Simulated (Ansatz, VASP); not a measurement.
# Two plane-wave programs on Be

```xyz
2
Lattice="2.2424 0.0000 0.0000 -1.1212 1.9420 0.0000 0.0000 0.0000 3.6327" Properties=species:S:1:pos:R:3 pbc="T T T"
Be    0.0561    1.3270    0.9990
Be    1.0652    0.6150    2.6337
```

Change from the starting cell: shortest bond scaled by 1.1, PAW files.

Alike in both runs: task single point; functional PBEsol; k mesh 15 × 15 × 8; occupations fermi-dirac, width 0.05 eV; no spin polarisation.

|  | VASP | Ansatz |
| --- | --- | --- |
| version | VASP 6.6.1 | Ansatz 0.2.0 |
| potentials or method | VASP PAW PBE potentials, release 64 (Be) | PAW with Ansatz's default frozen-core files, scalar-relativistic |
| plane-wave cutoff (eV) | 520 | 420 |
| valence electrons in the cell | 4 | 4 |

|  | VASP | Ansatz | Ansatz less VASP |
| --- | --- | --- | --- |
| pressure (GPa) | 2.1 | 1.7 | -0.39 |
| traceless stress, the component that is largest in VASP (GPa) | -2.70 | -2.68 | +0.023 |
| rms of the force components (eV/Å) | 0.857 | 0.845 | -0.0120 |

VASP's potentials were made for PBE, not for PBEsol. Atom by atom the forces differ by 0.012 eV/Å (rms over components). The functional is the same, so the differences come from potentials, cutoffs and numerics.
